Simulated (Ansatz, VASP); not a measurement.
**H2Se in VASP and in Ansatz**

```
CELL_PARAMETERS angstrom
5.29907 0.00000 0.00000
0.00000 5.29907 0.00000
0.00000 0.00000 3.01992
ATOMIC_POSITIONS crystal
H 0.36790 0.36790 0.00000
H 0.13210 0.86790 0.50000
H 0.63210 0.63210 0.00000
H 0.86790 0.13210 0.50000
Se 0.00000 0.00000 0.00000
Se 0.50000 0.50000 0.50000
```

Alike in both runs: functional PBE; k mesh 8 × 8 × 12; occupations gaussian, width 0.1 eV; no spin polarisation.

Ansatz relaxed the structure, and its values are those at the end. VASP's run is a single point on that final structure, the one shown.

|  | VASP | Ansatz |
| --- | --- | --- |
| version | VASP 6.6.1 | Ansatz 0.2.0 |
| potentials or method | VASP PAW PBE potentials, release 64 (H, Se), cutoff 520 eV | scalar-relativistic, plane waves, PAW |
| valence electrons in the cell | 16 | 36 |

|  | VASP | Ansatz | Ansatz less VASP |
| --- | --- | --- | --- |
| gap on the k mesh at the Fermi level (eV) | none | none | - |
| pressure (GPa) | 0.0 | 0.0 | 0.00 |
| rms of the force components (eV/Å) | 0.005 | 0.002 | -0.0032 |

A gap of «none» marks a metal or a gap that the smearing closes. With one functional, cell and mesh, what is left measures potentials, basis and numerics. VASP's potentials hold 16 valence electrons a cell and Ansatz's 36, so a difference there can come from the potentials and not from the codes.
